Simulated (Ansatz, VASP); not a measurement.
GaN: VASP beside Ansatz

```xyz
2
Lattice="0.0000 2.3662 2.1972 2.3662 0.0000 2.1972 2.3662 2.3662 0.0000" Properties=species:S:1:pos:R:3 pbc="T T T"
Ga    0.0000    0.0000    0.0000
N     3.5493    3.5493    3.2957
```

Change from the starting cell: strain +0.050 along x and y, -0.025 along z, atoms carried along.

Alike in both runs: task single point; functional PBE; k mesh 10 × 10 × 10; occupations gaussian, width 0.05 eV; no spin polarisation.

|  | VASP | Ansatz |
| --- | --- | --- |
| version | VASP 6.6.1 | Ansatz 0.2.0 |
| potentials or method | VASP PAW PBE potentials, release 64 (Ga_d, N), cutoff 520 eV | scalar-relativistic, plane waves, PAW |
| valence electrons in the cell | 18 | 18 |

|  | VASP | Ansatz | Ansatz less VASP |
| --- | --- | --- | --- |
| gap on the k mesh at the Fermi level (eV) | 1.05 | 1.05 | -0.003 |
| least direct gap on the mesh (eV) | 1.05 | 1.05 | -0.003 |
| pressure (GPa) | -7.1 | -7.3 | -0.17 |
| traceless stress, the component that is largest in VASP (GPa) | 5.27 | 5.28 | +0.009 |
